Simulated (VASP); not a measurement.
Wanted: the native input for a VASP 6.6.1 run.

```yaml
Task: single point
Functional: PBE
Potentials_or_basis: VASP PAW PBE potentials, release 64 (Fe)
Cutoff: 520 eV
k_mesh: 20 × 20 × 20
Occupations: gaussian, width 0.1 eV
Spin: collinear spin, ferromagnetic start
Starting_moments: "[2.66] μB"
Dipole_correction: no
Further_INCAR_settings: ALGO = Normal; EDIFF = 1e-06; NBANDS = 14
```

The structure of Fe lies in POSCAR:

```
Fe
1.0
   -1.4157750842      1.4157750842      1.4157750842
    1.4157750842     -1.4157750842      1.4157750842
    1.4157750842      1.4157750842     -1.4157750842
Fe
1
Direct
    0.0000000000      0.0000000000      0.0000000000
```

The input as run:

INCAR

```
PREC = Accurate
ENCUT = 520
EDIFF = 1E-6
ISMEAR = 0
SIGMA = 0.1
LREAL = False
LASPH = True
NELM = 150
ALGO = Normal
ISIF = 2
LWAVE = False
LCHARG = True
ISPIN = 2
MAGMOM = 2.66
LORBIT = 11
LMAXMIX = 4
GGA = PE
LELF = True
LVHAR = True
NBANDS = 14
```

KPOINTS

```
Automatic mesh
0
Gamma
  20 20 20
```

Potentials or basis: VASP PAW PBE potentials, release 64 (Fe).

Launch:

```console
$ cat potpaw_PBE.64/Fe/POTCAR > POTCAR
$ mpirun -np 1 vasp_std > vasp.out
```

Results of the run:

* Pressure: -0.1 GPa
* Net moment: 2.19 μB per cell
* Site moments: Fe +2.19 μB
* Valence electrons inside the program's atomic spheres: Fe 7.27

Run time: 48 s on 1 thread of Intel(R) Xeon(R) Platinum 8488C (Sapphire Rapids), on a shared host, peak memory 0.17 GiB.
